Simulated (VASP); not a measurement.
Crystal: H.

```xyz
4
Lattice="1.6485 -2.7317 0.0000 1.6485 2.7317 0.0000 0.0000 0.0000 6.3138" Properties=species:S:1:pos:R:3 pbc="T T T"
H     1.6485   -0.3705    6.3107
H     1.6485    0.3705    0.0031
H     1.6485    0.3705    3.1538
H     1.6485   -0.3705    3.1599
```

Base run:

- Program: VASP 6.6.1
- Functional: r2SCAN
- Potentials or basis: VASP PAW PBE potentials, release 64 (H)
- Cutoff: 520 eV
- k mesh: 6 × 6 × 4
- Occupations: gaussian, width 0.02 eV
- Spin: no spin polarisation

Its results: band gap on the k mesh 9.09 eV; pressure 0.1 GPa; largest force 0.010 eV/Å.

Question: The run is repeated on the same cell with these changes: k mesh from 6 × 6 × 4, through Γ to 6 × 6 × 2, shifted; further incar settings from ALGO = Normal; EDIFF = 1e-06; NBANDS = 10 to ALGO = Normal; EDIFF = 1e-07; NBANDS = 10. What comes out?

Answer: Band gap on the k mesh 9.61 eV; pressure 0.1 GPa; largest force 0.010 eV/Å.

Caveats: the PAW data sets were made with another functional, which shifts forces and pressure a little; a shifted mesh leaves out Γ, where band edges can lie (at least some runs).

A k mesh can miss the band edges.
